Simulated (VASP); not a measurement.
The system is Cs4Sn.

```
CELL_PARAMETERS angstrom
6.23405 0.00000 0.00000
0.00000 6.23405 0.00000
0.00000 0.00000 6.23405
ATOMIC_POSITIONS crystal
Cs 0.00000 0.00000 0.00000
Cs 0.50000 0.50000 0.00000
Cs 0.50000 0.00000 0.50000
Cs 0.00000 0.50000 0.50000
Sn 0.50000 0.50000 0.50000
```

The cell was generated, and may not be a known phase.

| Property | Result |
| --- | --- |
| Program | VASP 6.6.1 |
| Task | relaxation of cell and atoms |
| Functional | PBE |
| Potentials or basis | VASP PAW PBE potentials, release 64 (Cs_sv, Sn_d) |
| Cutoff | 600 eV |
| k mesh | 4 × 4 × 4 |
| Occupations | gaussian, width 0.1 eV |
| Spin | no spin polarisation |

At the start: pressure 8.8 GPa; volume 48.46 Å³/atom.

Q: Where does the relaxation end?

A: Over 6 steps the energy falls by 702.4 meV/atom and the volume is 92.02 Å³/atom (+89.9 %); space group Pm-3m (No. 221, to 0.1 Å) before and after.

Step by step:
```tsv
step	energy change (eV)	largest force (eV/Å)	pressure (GPa)	volume (Å³)
1	0.0000	0.0000	8.84	242.28
2	-3.0012	0.0000	1.84	348.61
3	-3.4017	0.0000	0.69	402.35
4	-3.4199	0.0000	-0.41	525.85
5	-3.5097	0.0000	-0.07	469.29
6	-3.5118	0.0000	0.00	460.11
```

Final structure:
```cif
data_structure
_symmetry_space_group_name_H-M 'P 1'
_symmetry_Int_Tables_number 1
_cell_length_a 7.7200
_cell_length_b 7.7200
_cell_length_c 7.7200
_cell_angle_alpha 90.000
_cell_angle_beta 90.000
_cell_angle_gamma 90.000
_cell_volume 460.11
loop_
_atom_site_label
_atom_site_type_symbol
_atom_site_fract_x
_atom_site_fract_y
_atom_site_fract_z
_atom_site_occupancy
Cs1 Cs 0.00000 0.00000 0.00000 1
Cs2 Cs 0.50000 0.50000 0.00000 1
Cs3 Cs 0.50000 0.00000 0.50000 1
Cs4 Cs 0.00000 0.50000 0.50000 1
Sn1 Sn 0.50000 0.50000 0.50000 1
```

Caveat: the volume moved by over 15 % at a fixed basis, so the end points are rough.
